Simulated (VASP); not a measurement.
Runs of VASP 6.6.1 on O. The structure is that of space group P6_3/mmc (No. 194), or close to it. The cells are those of the table. 

```csv
task,spin,cell,k mesh,cutoff (eV),gap on the mesh (eV),pressure (GPa),moment (μB)
single point,off,"a = 2.579, b = 2.579, c = 2.574 Å, angles 90.0, 90.0, 120.0°, 2 atoms",19 × 19 × 11,520,none,(a),-
single point,off,"a = 2.183, b = 2.183, c = 2.443 Å, angles 90.0, 90.0, 120.0°, 2 atoms",28 × 28 × 16,520,none,166.1,-
single point,off,"a = 2.183, b = 2.183, c = 2.443 Å, angles 90.0, 90.0, 120.0°, 2 atoms",19 × 19 × 11,520,none,165.8,-
relaxation of shape and atoms at fixed volume,"collinear, zero start","relaxed from a = 2.268, b = 2.268, c = 2.263 Å, angles 90.0, 90.0, 120.0°, 2 atoms",19 × 19 × 11,600,none,165.7,0.00
relaxation of shape and atoms at fixed volume,off,"relaxed from a = 2.268, b = 2.268, c = 2.263 Å, angles 90.0, 90.0, 120.0°, 2 atoms",19 × 19 × 11,600,none,165.7,-
single point,"collinear, zero start","a = 2.183, b = 2.183, c = 2.443 Å, angles 90.0, 90.0, 120.0°, 2 atoms",19 × 19 × 11,520,none,165.7,0.00
```

Alike in all rows: level LDA; potentials or basis VASP PAW LDA potentials, release 64 (O); smearing fermi-dirac 0.1 eV.

Problem. Estimate the missing entries.

Solution. (a) 0.0.

Caveats: the cell stands under pressure (at least some runs).

A gap of «none» marks levels without a gap at the run's occupations.
